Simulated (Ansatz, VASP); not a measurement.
One calculation of PtSe2, two programs

Contents of POSCAR:

```
PtSe2
1.0
    3.7069017618      0.0000000000      0.0000000000
   -1.8534508809      3.2102710950      0.0000000000
    0.0000000000      0.0000000000     31.1215005255
Se Pt
2 1
Direct
    0.6666666667      0.3333333333      0.4574342073
    0.3333333333      0.6666666667      0.5425657927
    0.0000000000      0.0000000000      0.5000000000
```

Contents of INCAR.step1:

```
PREC = Accurate
ENCUT = 400
EDIFF = 1E-5
ISMEAR = 0
SIGMA = 0.01
LREAL = False
LASPH = True
NELM = 120
ALGO = Normal
ISIF = 2
LWAVE = True
LCHARG = False
LDIPOL = True
IDIPOL = 3
DIPOL = 0.5 0.5 0.500
GGA = PE
NBANDS = 18
GGA_COMPAT = False
NELMDL = -8
```

The input INCAR.step2:

```
PREC = Accurate
ENCUT = 400
EDIFF = 1E-6
ISMEAR = 0
SIGMA = 0.01
LREAL = False
LASPH = True
NELM = 120
ALGO = Normal
ISIF = 2
LWAVE = False
LCHARG = False
LDIPOL = True
IDIPOL = 3
DIPOL = 0.5 0.5 0.500
GGA = PE
LHFCALC = True
AEXX = 0.25
PRECFOCK = Normal
ISTART = 1
NBANDS = 18
GGA_COMPAT = False
```

The input KPOINTS:

```
Automatic mesh
0
Gamma
  6 6 1
```

Input for Ansatz:

```yaml
crystal:
  lattice:
    - [3.7069017618, 0.0, 0.0]
    - [-1.8534508809, 3.210271095, 0.0]
    - [0.0, 0.0, 31.1215005255]
  atoms:
    - { symbol: Se, position: [0.6666666667, 0.3333333333, 0.4574342073] }
    - { symbol: Pt, position: [0.0, 0.0, 0.5] }
    - { symbol: Se, position: [0.3333333333, 0.6666666667, 0.5425657927] }
  periodic: [true, true, false]
basis:
  ecutwfc: 420
kpoints:
  mp_grid: { grid: [6, 6, 1] }
  band_path:
    path:
      - [0.0, 0.0, 0.0]
      - [0.5, 0.0, 0.0]
      - [0.3333333333, 0.3333333333, 0.0]
      - [-0.083333, 0.041667, 0.0]
      - [0.0, 0.229167, 0.0]
    npoints: 1
hamiltonian:
  xc: pbe0
scf:
  occupations: { method: fixed }
  n_extra_bands: 6
output:
  eigenvalues: true
```

Alike in both runs: task single point; functional PBE0; k mesh 6 × 6 × 1; no spin polarisation.

|  | VASP | Ansatz |
| --- | --- | --- |
| version | VASP 6.6.1 | Ansatz 0.2.0 |
| potentials or method | VASP PAW PBE potentials, release 64 (Se, Pt), cutoff 400 eV | scalar-relativistic, plane waves, PAW |
| occupations | gaussian, width 0.01 eV | fixed |
| valence electrons in the cell | 22 | 50 |

Ansatz gave:

| Property | Result |
| --- | --- |
| gap on the k mesh at the Fermi level (eV) | 2.84 |
| least direct gap on the mesh (eV) | 3.01 |

Task: What did VASP give for the same quantities?

Result: gap on the k mesh at the Fermi level (eV): 2.84; least direct gap on the mesh (eV): 3.02.

VASP's potentials hold 22 valence electrons a cell and Ansatz's 50, so a difference there can come from the potentials and not from the codes.

Neither program's run includes spin-orbit coupling.
